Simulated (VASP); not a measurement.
Input of a VASP 6.6.1 run:

The input INCAR:

```
  PREC = Accurate
  ENCUT = 520
  EDIFF = 1E-6
  ISMEAR = -1
  SIGMA = 0.05
  LREAL = Auto
  LASPH = T
  NELM = 200
  ALGO = Normal
  ISIF = 2
  LWAVE = F
  LCHARG = F
  ISPIN = 2
  MAGMOM = 0 0 0 0 0 0 0 0 0 0 0 0 0 0 0 0 0 0 0 0 0 0.143 0 0.143 0 0 0 0 0 0 0 0 0 0 0 0 0 0.143 0 0 0.143 0 0 0 0 0 0 0 0 0 0 0 0 0.143 0 0 0 0 0.143 0 0 0 0.143
  LORBIT = 11
  GGA = PS
  NBANDS = 168
  NELECT = 255.0
  ISYM = -1
  GGA_COMPAT = F
```

File KPOINTS:

```
explicit points
1
Reciprocal
  0.25000000   0.25000000   0.25000000 1
```

Contents of POSCAR:

```
Si62N
1.0
   10.8655790000      0.0000000000      0.0000000000
    0.0000000000     10.8655790000      0.0000000000
    0.0000000000      0.0000000000     10.8655790000
Si N
62 1
Direct
    0.0000310000      0.9999050000      0.9998960000
    0.0002650000      0.0002590000      0.4995110000
    0.0002480000      0.4996900000      0.9999850000
    0.0001850000      0.5007860000      0.5007260000
    0.4997670000      0.0001740000      0.9999600000
    0.5009010000      0.0000230000      0.5007440000
    0.5009610000      0.5008220000      0.9999200000
    0.1251650000      0.1251880000      0.1248960000
    0.1269990000      0.1270010000      0.6243330000
    0.1269780000      0.6245620000      0.1266550000
    0.1278580000      0.6262190000      0.6259120000
    0.6245800000      0.1269080000      0.1267030000
    0.6261720000      0.1278930000      0.6258820000
    0.6262190000      0.6261940000      0.1275860000
    0.2499700000      0.2499150000      0.9963820000
    0.2522620000      0.2522060000      0.4992270000
    0.2531280000      0.7485910000      0.9990940000
    0.2621210000      0.7399850000      0.4995030000
    0.7486800000      0.2529990000      0.9991530000
    0.7399480000      0.2620910000      0.4994260000
    0.7513140000      0.7512660000      0.0011590000
    0.7418390000      0.7417100000      0.5168610000
    0.3742980000      0.3742440000      0.1236360000
    0.3905970000      0.3906750000      0.5956740000
    0.3782560000      0.8695590000      0.1295200000
    0.3817700000      0.8700000000      0.6272950000
    0.8695650000      0.3782760000      0.1295120000
    0.8700330000      0.3816760000      0.6271980000
    0.8758500000      0.8758040000      0.1277500000
    0.8747100000      0.8747320000      0.6253320000
    0.2499710000      0.9967270000      0.2496540000
    0.2530560000      0.9994520000      0.7484450000
    0.2522300000      0.4995420000      0.2519530000
    0.2621630000      0.4998690000      0.7397130000
    0.7486250000      0.9993680000      0.2528500000
    0.7513410000      0.0015980000      0.7510220000
    0.7400310000      0.4997840000      0.2618360000
    0.7418240000      0.5170420000      0.7415080000
    0.3743690000      0.1237750000      0.3740900000
    0.3783740000      0.1298080000      0.8692940000
    0.3907040000      0.5958830000      0.3904590000
    0.3819970000      0.6274340000      0.8697920000
    0.8696050000      0.1297710000      0.3780000000
    0.8760130000      0.1278670000      0.8757540000
    0.8701510000      0.6273560000      0.3816220000
    0.8747860000      0.6255780000      0.8744070000
    0.9966730000      0.2499510000      0.2496650000
    0.9994720000      0.2530510000      0.7485050000
    0.9994370000      0.7485960000      0.2528450000
    0.0015330000      0.7513540000      0.7510320000
    0.4995770000      0.2521690000      0.2519960000
    0.4997850000      0.2621630000      0.7396870000
    0.4998140000      0.7400130000      0.2618420000
    0.5172560000      0.7416960000      0.7414000000
    0.1238880000      0.3742760000      0.3740170000
    0.1298900000      0.3783530000      0.8693150000
    0.1298250000      0.8696200000      0.3779860000
    0.1279660000      0.8759070000      0.8756970000
    0.5958910000      0.3907250000      0.3904400000
    0.6275040000      0.3817890000      0.8697910000
    0.6274860000      0.8700050000      0.3816310000
    0.6256420000      0.8747160000      0.8743670000
    0.4721990000      0.4721700000      0.4720340000
```

Potentials or basis: VASP PAW PBE potentials, release 64 (Si, N).

Launch:

```console
$ cat potpaw_PBE.64/Si/POTCAR potpaw_PBE.64/N/POTCAR > POTCAR
$ mpirun -np 1 vasp_std > vasp.out
```

Problem. What does it give for the site moments?

Solution. Si +0.01, +0.02, -0.00, +0.00, +0.15 (each value once); N +0.01 μB.

Problem. What does it give for the net moment?

Solution. 2.21 μB per cell.

Problem. Estimate the largest force.

Solution. 0.059 eV/Å.

Forces in eV/Å, atoms in the order of the input:
```
Si   0.002 -0.001 -0.004
Si   0.001 -0.001 -0.007
Si   0.003 -0.003 -0.004
Si  -0.002  0.007  0.005
Si  -0.007  0.004 -0.003
Si   0.005  0.001  0.003
Si   0.005  0.006 -0.001
Si   0.000 -0.001  0.002
Si   0.000  0.001  0.015
Si   0.002  0.015  0.005
Si  -0.016  0.000  0.002
Si   0.014  0.002  0.003
Si   0.002 -0.018  0.004
Si   0.001  0.001 -0.017
Si  -0.007 -0.007  0.001
Si  -0.007 -0.009 -0.031
Si   0.007 -0.012 -0.017
Si  -0.028  0.014  0.047
Si  -0.012  0.006 -0.018
Si   0.016 -0.027  0.049
Si  -0.007 -0.007  0.003
Si   0.000  0.000 -0.006
Si   0.007  0.005 -0.004
Si   0.001 -0.004 -0.017
Si  -0.015 -0.004  0.012
Si   0.022  0.006  0.017
Si  -0.005 -0.018  0.014
Si   0.009  0.020  0.019
Si   0.013  0.013  0.000
Si  -0.011 -0.010  0.002
Si  -0.010  0.004 -0.008
Si   0.008 -0.019 -0.013
Si  -0.002 -0.034 -0.004
Si  -0.029  0.048  0.016
Si  -0.009 -0.017  0.005
Si  -0.008 -0.001 -0.006
Si   0.009  0.049 -0.023
Si   0.001 -0.006  0.001
Si   0.006 -0.002  0.005
Si  -0.018  0.009 -0.003
Si  -0.003 -0.015 -0.006
Si   0.018  0.018  0.005
Si  -0.006  0.011 -0.015
Si   0.010  0.002  0.010
Si   0.005  0.018  0.018
Si  -0.016  0.004 -0.013
Si   0.005 -0.009 -0.009
Si  -0.018  0.007 -0.016
Si  -0.016 -0.010  0.004
Si   0.000 -0.009 -0.006
Si  -0.036 -0.002 -0.004
Si   0.049 -0.029  0.016
Si   0.046  0.008 -0.024
Si  -0.009  0.001  0.002
Si  -0.004  0.006  0.007
Si   0.009 -0.018 -0.005
Si   0.010 -0.005 -0.013
Si   0.000  0.013  0.012
Si  -0.015 -0.005 -0.006
Si   0.018  0.019  0.008
Si   0.016  0.007  0.019
Si   0.005 -0.016 -0.014
N   -0.010 -0.004 -0.015
```

Caveat: the cell carries a net charge on a neutralising background, which shifts energy and pressure; the PAW data sets were made with another functional, which shifts forces and pressure a little.
